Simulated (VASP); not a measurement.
# Al12H in VASP: further runs, part 2 of 2

VASP 6.6.1. The steps go on from the part before.

**4. Single point, PBE, collinear spin**

Contents of INCAR:

```
PREC = Accurate
ENCUT = 520
EDIFF = 1E-6
ISMEAR = 0
SIGMA = 0.1
LREAL = F
LASPH = T
NELM = 150
ALGO = Normal
ISIF = 2
LWAVE = F
LCHARG = T
ISPIN = 2
MAGMOM = 0 0 0 0 0 0 0 0 0 0 0 0 1
LORBIT = 11
LDIPOL = T
IDIPOL = 3
DIPOL = 0.5 0.5 0.302
GGA = PE
LELF = T
LVHAR = T
LVACPOTAV = T
NBANDS = 34
```

Contents of KPOINTS:

```
regular mesh
0
Gamma
  6 6 1
```

Contents of POSCAR:

```
Al12H
1.0
    5.7143028096      0.0000000000      0.0000000000
   -2.8571514048      4.9487313980      0.0000000000
    0.0000000000      0.0000000000     21.6016424764
Al H
12 1
Direct
    0.3333333333      0.1666666667      0.1851711047
    0.3333333333      0.6666666667      0.1851711047
    0.8333333333      0.1666666667      0.1851711047
    0.8333333333      0.6666666667      0.1851711047
    0.1666666667      0.3333333333      0.2916873740
    0.1666666667      0.8333333333      0.2916873740
    0.6666666667      0.3333333333      0.2916873740
    0.6666666667      0.8333333333      0.2916873740
    0.0000000000      0.0000000000      0.3981939098
    0.0000000000      0.5000000000      0.3981939098
    0.5000000000      0.0000000000      0.3981939098
    0.5000000000      0.5000000000      0.3981939098
    0.2222222222     -0.2222222222      0.4301359254
```

Potentials or basis: VASP PAW PBE potentials, release 64 (Al, H).

Launch:

```bash
$ cat potpaw_PBE.64/Al/POTCAR potpaw_PBE.64/H/POTCAR > POTCAR
$ mpirun -np 1 vasp_std > vasp.out
```

OUTCAR:

```text
PREC = Accurate
   ENCUT = 520
   EDIFF = 1E-6
   ISMEAR = 0
   LREAL = F
   LASPH = T
   NELM = 150
   ISIF = 2
   ISPIN = 2
   LORBIT = 11
   GGA = PE

 ion  position               nearest neighbor table
   1  0.333  0.167  0.185-   5 2.83   6 2.83   7 2.83   4 2.86   2 2.86   2 2.86   4 2.86   3 2.86
                             3 2.86
   2  0.333  0.667  0.185-   6 2.83   5 2.83   8 2.83   3 2.86   1 2.86   1 2.86   3 2.86   4 2.86
                             4 2.86
   3  0.833  0.167  0.185-   7 2.83   8 2.83   5 2.83   4 2.86   2 2.86   4 2.86   2 2.86   1 2.86
                             1 2.86
   4  0.833  0.667  0.185-   8 2.83   7 2.83   6 2.83   3 2.86   1 2.86   3 2.86   1 2.86   2 2.86
                             2 2.86
   5  0.167  0.333  0.292-   9 2.83  12 2.83  10 2.83   1 2.83   2 2.83   3 2.83   8 2.86   6 2.86
                             6 2.86   8 2.86   7 2.86   7 2.86
   6  0.167  0.833  0.292-  10 2.83  11 2.83   9 2.83   2 2.83   1 2.83   4 2.83   7 2.86   5 2.86
                             5 2.86   7 2.86   8 2.86   8 2.86
   7  0.667  0.333  0.292-  11 2.83  10 2.83  12 2.83   3 2.83   4 2.83   1 2.83   8 2.86   6 2.86
                             8 2.86   6 2.86   5 2.86   5 2.86
   8  0.667  0.833  0.292-  12 2.83   9 2.83  11 2.83   4 2.83   3 2.83   2 2.83   7 2.86   5 2.86
                             7 2.86   5 2.86   6 2.86   6 2.86
   9  0.000  0.000  0.398-   5 2.83   8 2.83   6 2.83  10 2.86  12 2.86  10 2.86  12 2.86  11 2.86
                            11 2.86
  10  0.000  0.500  0.398-  13 1.61   6 2.83   7 2.83   5 2.83  11 2.86   9 2.86   9 2.86  11 2.86
                            12 2.86  12 2.86
  11  0.500  0.000  0.398-  13 1.61   7 2.83   6 2.83   8 2.83  12 2.86  10 2.86  12 2.86  10 2.86
                             9 2.86   9 2.86
  12  0.500  0.500  0.398-   8 2.83   5 2.83   7 2.83   9 2.86  11 2.86  11 2.86   9 2.86  10 2.86
                            10 2.86
  13  0.222  0.778  0.430-  10 1.61  11 1.61

  LATTYP: Found a hexagonal cell.
 ALAT       =     5.7143028096
 C/A-ratio  =     3.7802761240

  Lattice vectors:

 A1 = (   5.7143028096,   0.0000000000,   0.0000000000)
 A2 = (  -2.8571514048,   4.9487313980,   0.0000000000)
 A3 = (   0.0000000000,   0.0000000000,  21.6016424764)

Analysis of symmetry for initial positions (statically):
=====================================================================
 Subroutine PRICEL returns:
 Original cell was already a primitive cell.

 Routine SETGRP: Setting up the symmetry group for a
 hexagonal supercell.

 Subroutine GETGRP returns: Found  2 space group operations
 (whereof  2 operations were pure point group operations)
 out of a pool of 24 trial point group operations.

The static configuration has the point symmetry C_1h.

Analysis of symmetry for dynamics (positions and initial velocities):
=====================================================================
 Subroutine PRICEL returns:
 Original cell was already a primitive cell.

 Routine SETGRP: Setting up the symmetry group for a
 hexagonal supercell.

 Subroutine GETGRP returns: Found  2 space group operations
 (whereof  2 operations were pure point group operations)
 out of a pool of 24 trial point group operations.

The dynamic configuration has the point symmetry C_1h.

Analysis of structural, dynamic, and magnetic symmetry:
=====================================================================
 Subroutine PRICEL returns:
 Original cell was already a primitive cell.

[... 154 lines left out ...]

 dipolmoment           0.000000      0.000000      0.128524 electrons x Angstroem

 number of electron      37.0000001 magnetization       0.0002095

 dipolmoment           0.000000      0.000000     -0.015331 electrons x Angstroem

 Free energy of the ion-electron system (eV)
  ---------------------------------------------------
  ext. energy  EPLUGINS =         0.00000000
  ---------------------------------------------------
  free energy    TOTEN  =       -44.75885244 eV

  energy without entropy =      -44.73469316  energy(sigma->0) =      -44.74677280

 E-fermi :   0.0884     XC(G=0):  -4.1270

 val. band max:        0.0783019054   @ k =   0.1667   0.1667   0.0000
 cond. band min:       0.1104740115   @ k =   0.1667   0.0000   0.0000
 fundamental gap:      0.0321721061
 Fermi energy:         0.0884050215

 spin component 1

 k-point     1 :       0.0000    0.0000    0.0000
  band No.  band energies     occupation
      1     -10.6945      1.00000
      2      -9.3198      1.00000
      3      -7.1639      1.00000
      4      -5.4214      1.00000
      5      -4.6848      1.00000
      6      -4.6782      1.00000
[... 418 lines left out ...]
     29       3.3106      0.00000
     30       3.3617      0.00000
 Fermi energy:         0.0884050215

 spin component 2

 k-point     1 :       0.0000    0.0000    0.0000
  band No.  band energies     occupation
      1     -10.6945      1.00000
      2      -9.3198      1.00000
      3      -7.1639      1.00000
      4      -5.4214      1.00000
      5      -4.6848      1.00000
      6      -4.6782      1.00000
[... 418 lines left out ...]
     29       3.3106      0.00000
     30       3.3617      0.00000
 [bands above 30 left out]

------------------------ aborting loop because EDIFF is reached ----------------------------------------

  FORCE on cell =-STRESS in cart. coord.  units (eV):
  Direction    XX          YY          ZZ          XY          YZ          ZX
  --------------------------------------------------------------------------------------
  -------------------------------------------------------------------------------------
  Total       -0.8724839      0.6085342      2.0071077      1.2825993     -0.1751478      0.3033649
  in kB       -2.2883587      1.5960691      5.2642603      3.3640131     -0.4593793      0.7956683
  external PRESSURE =       1.5239902 kB  Pullay stress =       0.0000000 kB

 VOLUME and BASIS-vectors are now :
 -----------------------------------------------------------------------------
  energy-cutoff  :      520.00
  volume of cell :      610.86
      direct lattice vectors                 reciprocal lattice vectors
     5.714302810  0.000000000  0.000000000     0.174999476  0.101035995  0.000000000
    -2.857151405  4.948731398  0.000000000     0.000000000  0.202071990  0.000000000
     0.000000000  0.000000000 21.601642476     0.000000000  0.000000000  0.046292776

 POSITION                                       TOTAL-FORCE (eV/Angst)
 -----------------------------------------------------------------------------------
      1.42858      0.82479      4.00000        -0.017678      0.022725     -0.057931
     -0.00000      3.29915      4.00000         0.073427     -0.042393     -0.013809
      4.28573      0.82479      4.00000        -0.000758      0.000438     -0.106125
      2.85715      3.29915      4.00000        -0.028520      0.003948     -0.057931
      0.00000      1.64958      6.30093        -0.079461      0.030154      0.028617
     -1.42858      4.12394      6.30093        -0.051723      0.029862     -0.004191
      2.85715      1.64958      6.30093        -0.051862      0.029943     -0.003791
      1.42858      4.12394      6.30093        -0.065845      0.053739      0.028617
      0.00000      0.00000      8.60164        -0.346197      0.199877     -0.001366
     -1.42858      2.47437      8.60164        -0.532577     -1.324596     -0.654649
      2.85715      0.00000      8.60164         0.880846      1.123524     -0.654649
      1.42858      2.47437      8.60164         0.434245     -0.250711     -0.037489
     -0.95238      3.84901      9.29164        -0.213895      0.123493      1.534699
 -----------------------------------------------------------------------------------
    total drift:                                0.000017     -0.000010     -0.000170

  FREE ENERGIE OF THE ION-ELECTRON SYSTEM (eV)
  ---------------------------------------------------
  free  energy   TOTEN  =       -44.7588524443 eV

  energy  without entropy=      -44.7346931585  energy(sigma->0) =      -44.74677280

 vacuum level on the upper side and lower side of the slab         3.857         3.953

 total charge

# of ion       s       p       d       tot
------------------------------------------
    1        0.453   0.311   0.000   0.764
    2        0.452   0.311   0.000   0.763
    3        0.452   0.311   0.000   0.763
    4        0.453   0.311   0.000   0.764
    5        0.438   0.341   0.000   0.779
    6        0.430   0.352   0.000   0.782
    7        0.439   0.341   0.000   0.781
    8        0.438   0.341   0.000   0.779
    9        0.460   0.304   0.000   0.764
   10        0.442   0.343   0.000   0.785
   11        0.442   0.343   0.000   0.785
   12        0.458   0.313   0.000   0.770
   13        0.598   0.019   0.000   0.618
--------------------------------------------------
tot          5.953   3.944   0.000   9.896

 magnetization (x)

# of ion       s       p       d       tot
------------------------------------------
    1       -0.000   0.000   0.000  -0.000
    2       -0.000   0.000   0.000  -0.000
    3       -0.000   0.000   0.000  -0.000
    4       -0.000   0.000   0.000  -0.000
    5       -0.000   0.000   0.000  -0.000
    6       -0.000   0.000   0.000   0.000
    7       -0.000   0.000   0.000  -0.000
    8       -0.000   0.000   0.000  -0.000
    9        0.000   0.000   0.000   0.000
   10        0.000   0.000   0.000   0.000
   11        0.000   0.000   0.000   0.000
   12        0.000   0.000   0.000   0.000
   13        0.000   0.000   0.000   0.000
--------------------------------------------------
tot          0.000   0.000   0.000   0.000
```

It took 22 min on 1 thread of Oxide Virtual Turin-like, shared host; peak memory 0.97 GiB.

What came out:

```
Free energy                                           : -44.7589 eV
Largest force                                         : 1.571 eV/Å
Net moment                                            : 0.00 μB per cell
Valence electrons inside the program's atomic spheres : Al 0.76, 0.78, 0.79, 0.77 (each value once); H 0.62
```

Forces in eV/Å, atoms in the order of the input:
```
Al  -0.018  0.023 -0.058
Al   0.073 -0.042 -0.014
Al  -0.001  0.000 -0.106
Al  -0.029  0.004 -0.058
Al  -0.079  0.030  0.029
Al  -0.052  0.030 -0.004
Al  -0.052  0.030 -0.004
Al  -0.066  0.054  0.029
Al  -0.346  0.200 -0.001
Al  -0.533 -1.325 -0.655
Al   0.881  1.124 -0.655
Al   0.434 -0.251 -0.037
H   -0.214  0.123  1.535
```

**5. Single point, PBE, collinear spin**

Contents of INCAR:

```
PREC = Accurate
ENCUT = 520
EDIFF = 1E-7
ISMEAR = 0
SIGMA = 0.1
LREAL = F
LASPH = T
NELM = 150
ALGO = Fast
ISIF = 2
LWAVE = F
LCHARG = F
ISPIN = 2
MAGMOM = 0 0 0 0 0 0 0 0 0 0 0 0 1
LORBIT = 11
LDIPOL = T
IDIPOL = 3
DIPOL = 0.5 0.5 0.309
GGA = PE
NBANDS = 34
```

Contents of KPOINTS:

```
Automatic mesh
0
Gamma
  6 6 1
```

POSCAR: that of step 4 with these lines changed.

```diff
@@ -20,2 +20,2 @@
     0.5000000000      0.5000000000      0.3981939098
-    0.2222222222     -0.2222222222      0.4301359254
+    0.4444444444     -0.4444444444      0.5171663446
```

Launch:

```bash
$ cat potpaw_PBE.64/Al/POTCAR potpaw_PBE.64/H/POTCAR > POTCAR
$ mpirun -np 1 vasp_std > vasp.out
```

Wall time 20 min (1 thread of Oxide Virtual Turin-like, shared host); peak memory 0.99 GiB.

It converged, with:

```yaml
Free_energy: -43.6411 eV
Largest_force: 1.284 eV/Å
Net_moment: 0.36 μB per cell
Site_moments: Al -0.00, +0.00, -0.01 (each value once); H +0.18 μB
Valence_electrons_inside_the_program's_atomic_spheres: Al 0.76, 0.78, 0.74 (each value once); H 0.40
```

Forces on the atoms (eV/Å):
```
Al   0.001 -0.048 -0.073
Al  -0.044  0.025 -0.037
Al  -0.007  0.004 -0.042
Al   0.042  0.023 -0.073
Al  -0.072 -0.048  0.037
Al  -0.019  0.011 -0.055
Al   0.089 -0.051 -0.030
Al   0.006  0.087  0.037
Al   0.020 -0.012  0.014
Al  -0.018  0.003  0.042
Al  -0.012  0.014  0.042
Al  -0.125  0.072  1.276
H    0.139 -0.080 -1.137
```

Levels at points of the mesh, in eV from the Fermi level:
Spin up:
| k point | band 17 | band 18 | band 19 | band 20 | band 21 | band 22 |
| --- | --- | --- | --- | --- | --- | --- |
| (0.00, 0.00, 0.00) | -1.44 | -0.35 | -0.34 | -0.25 | -0.11 | -0.11 |
| (0.50, 0.00, 0.00) | -0.49 | -0.21 | -0.19 | 0.96 | 0.97 | 1.38 |
| (0.50, 0.50, 0.00) | -0.50 | -0.21 | -0.16 | 0.96 | 0.99 | 1.38 |
Spin down:
```csv
k point,band 16,band 17,band 18,band 19,band 20,band 21
"(0.00, 0.00, 0.00)",-2.73,-0.69,-0.36,-0.36,-0.21,-0.12
"(0.50, 0.00, 0.00)",-0.50,-0.25,-0.22,0.25,0.95,0.98
"(0.50, 0.50, 0.00)",-0.50,-0.28,-0.22,0.27,0.95,1.01
```

**6. Single point, PBE, collinear spin**

Contents of INCAR:

```
SYSTEM = Al12H
PREC = Accurate ; ENCUT = 520
EDIFF = 1E-7 ; ISMEAR = 0
SIGMA = 0.1 ; LREAL = .FALSE.
LASPH = .TRUE. ; NELM = 150
ALGO = Normal ; ISIF = 2
LWAVE = .FALSE. ; LCHARG = .FALSE.
ISPIN = 2 ; MAGMOM = 0 0 0 0 0 0 0 0 0 0 0 0 1
LORBIT = 11 ; LDIPOL = .TRUE.
IDIPOL = 3 ; DIPOL = 0.5 0.5 0.307
GGA = PE ; NBANDS = 34
```

Contents of KPOINTS:

```
Automatic mesh
0
G
  6 6 1
  0 0 0
```

POSCAR: that of step 5 with these lines changed.

```diff
@@ -20,2 +20,2 @@
     0.5000000000      0.5000000000      0.3981939098
-    0.4444444444     -0.4444444444      0.5171663446
+    0.1111111111     -0.1111111111      0.4940199565
```

Potentials or basis: VASP PAW PBE potentials, release 64 (Al, H).

Launch:

```bash
$ cat potpaw_PBE.64/Al/POTCAR potpaw_PBE.64/H/POTCAR > POTCAR
$ mpirun -np 1 vasp_std > vasp.out
```

Run time: 24 min. Hardware: 1 thread of Oxide Virtual Turin-like, shared host; peak memory 1 GiB.

Results (log left out):

```
Free energy                                           : -44.1803 eV
Largest force                                         : 1.501 eV/Å
Net moment                                            : 0.00 μB per cell
Valence electrons inside the program's atomic spheres : Al 0.76, 0.78, 0.77, 0.74 (each value once); H 0.42
```

Forces on the atoms (eV/Å):
```
Al   0.036  0.147 -0.058
Al   0.121 -0.070 -0.074
Al  -0.044  0.025 -0.122
Al  -0.109 -0.105 -0.058
Al  -0.051  0.081 -0.070
Al   0.065 -0.037  0.241
Al   0.113 -0.066 -0.095
Al  -0.096  0.004 -0.070
Al   0.364 -0.210  1.378
Al  -0.001  0.033  0.217
Al  -0.029 -0.016  0.217
Al  -0.044  0.025 -0.053
H   -0.324  0.187 -1.454
```

Levels at points of the mesh, in eV from the Fermi level:
Spin up:
```csv
k point,band 17,band 18,band 19,band 20,band 21,band 22
"(0.00, 0.00, 0.00)",-1.27,-0.40,-0.37,-0.34,-0.15,-0.15
"(0.50, 0.00, 0.00)",-0.35,-0.25,-0.05,0.92,0.94,1.33
"(0.50, 0.50, 0.00)",-0.29,-0.25,-0.15,0.92,0.93,1.33
```
Spin down:
```csv
k point,band 17,band 18,band 19,band 20,band 21,band 22
"(0.00, 0.00, 0.00)",-1.27,-0.40,-0.37,-0.34,-0.15,-0.15
"(0.50, 0.00, 0.00)",-0.35,-0.25,-0.05,0.92,0.94,1.33
"(0.50, 0.50, 0.00)",-0.29,-0.25,-0.15,0.92,0.93,1.33
```

**7. Overview**

| cell | gap on the mesh (eV) | moment (μB) | largest force (eV/Å) |
| --- | --- | --- | --- |
| as given, atomic positions A | none | 0.00 | 7.08 |
| as given, atomic positions B | none | 0.00 | 0.98 |
| as given, atomic positions C | none | 0.00 | 1.57 |
| as given, atomic positions D | none | 0.36 | 1.28 |
| as given, atomic positions E | none | 0.00 | 1.50 |

Alike in all rows: task single point; level PBE; potentials or basis VASP PAW PBE potentials, release 64 (Al, H); spin collinear; k mesh 6 × 6 × 1; cutoff (eV) 520; smearing gaussian 0.1 eV.

Absolute energies hang on the potentials; compare differences alone.
